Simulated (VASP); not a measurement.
Crystal: CdS.

```xyz
2
Lattice="0.0000 2.7532 2.7532 2.7532 0.0000 2.7532 2.7532 2.7532 0.0000" Properties=species:S:1:pos:R:3 pbc="T T T"
Cd    0.0000    0.0000    0.0000
S     2.7532    2.7532    2.7532
```

Base run:

| Item | Value |
| --- | --- |
| Program | VASP 6.6.1 |
| Functional | r2SCAN |
| Potentials or basis | VASP PAW PBE potentials, release 64 (Cd, S) |
| Cutoff | 520 eV |
| k mesh | 8 × 8 × 8 |
| Occupations | fermi-dirac, width 0.05 eV |
| Spin | no spin polarisation |

Its results: band gap on the k mesh 0.73 eV, indirect (least direct gap 2.15 eV); pressure -1.8 GPa.

Problem. After a change of settings the same cell gave: band gap on the k mesh 0.18 eV, indirect (least direct gap 1.53 eV); pressure 4.5 GPa. Which change was it?
A. functional from r2SCAN to revPBE
B. functional from r2SCAN to PBE; occupations from fermi-dirac, width 0.05 eV to gaussian, width 0.019 eV
C. functional from r2SCAN to BLYP
D. functional from r2SCAN to PBE; cutoff from 520 eV to 500 eV; occupations from fermi-dirac, width 0.05 eV to gaussian, width 0.027 eV

Solution. C.

r2SCAN gives the wider gap, since meta-GGAs in the generalised Kohn-Sham scheme recover part of the derivative discontinuity.

Caveats: the PAW data sets were made with another functional, which shifts forces and pressure a little.
